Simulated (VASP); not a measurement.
**Ni: single point with PBE+U**

The system is Ni.

```
Ni
1.0
     0.00000    1.76987    1.76987
     1.76987    0.00000    1.76987
     1.76987    1.76987    0.00000
Ni
1
Direct
  0.00000 0.00000 0.00000
```

```
Program                : VASP 6.6.1
Task                   : single point
Functional             : PBE
Potentials or basis    : VASP PAW PBE potentials, release 64 (Ni)
Cutoff                 : 520 eV
k mesh                 : 12 × 12 × 12
Occupations            : fermi-dirac, width 0.05 eV
Spin                   : collinear spin, ferromagnetic start
Starting moments       : [2.0] μB
Hubbard terms          : Ni d U = 6.2 eV
Dipole correction      : no
Further INCAR settings : ALGO = Normal; EDIFF = 1e-06; NBANDS = 15
```

```
Pressure                                              : -11.9 GPa
Net moment                                            : 0.74 μB per cell
Site moments                                          : Ni +0.79 μB
Valence electrons inside the program's atomic spheres : Ni 9.42
```

Levels at points of the mesh, in eV from the Fermi level:
Spin up:
```csv
k point,band 3,band 4,band 5,band 6,band 7,band 8
"(0.00, 0.00, 0.00)",-4.14,-4.14,-2.82,-2.82,24.26,26.82
"(0.50, 0.00, 0.00)",-4.03,-2.26,-2.26,0.40,5.11,22.69
"(0.50, 0.50, 0.00)",-2.22,-2.22,-2.12,3.12,8.48,15.31
```
Spin down:
| k point | band 1 | band 2 | band 3 | band 4 | band 5 | band 6 | band 7 | band 8 | band 9 |
| --- | --- | --- | --- | --- | --- | --- | --- | --- | --- |
| (0.00, 0.00, 0.00) | -8.39 | -2.16 | -2.16 | -1.42 | -1.42 | -1.42 | 23.80 | 27.78 | 27.78 |
| (0.50, 0.00, 0.00) | -4.11 | -2.88 | -2.88 | 0.04 | 0.04 | 0.20 | 6.40 | 22.37 | 25.04 |
| (0.50, 0.50, 0.00) | -5.52 | -3.37 | -1.42 | 0.69 | 0.69 | 2.92 | 8.71 | 15.22 | 15.22 |

Eigenvalues of the final occupation matrices:
```tsv
site	spin	trace	eigenvalues
site 1 d	1	4.72	0.94 0.94 0.94 0.95 0.95
site 1 d	2	3.86	0.67 0.67 0.67 0.93 0.93
```

Run time: 41 s on 1 thread of AMD EPYC 7R43 64-Core Processor (Zen 3), with other jobs on the host, peak memory 0.1 GiB.

Caveat: the U is typed as a test and isn't derived for this compound. The state reached can hang on the start; a lower one may exist.
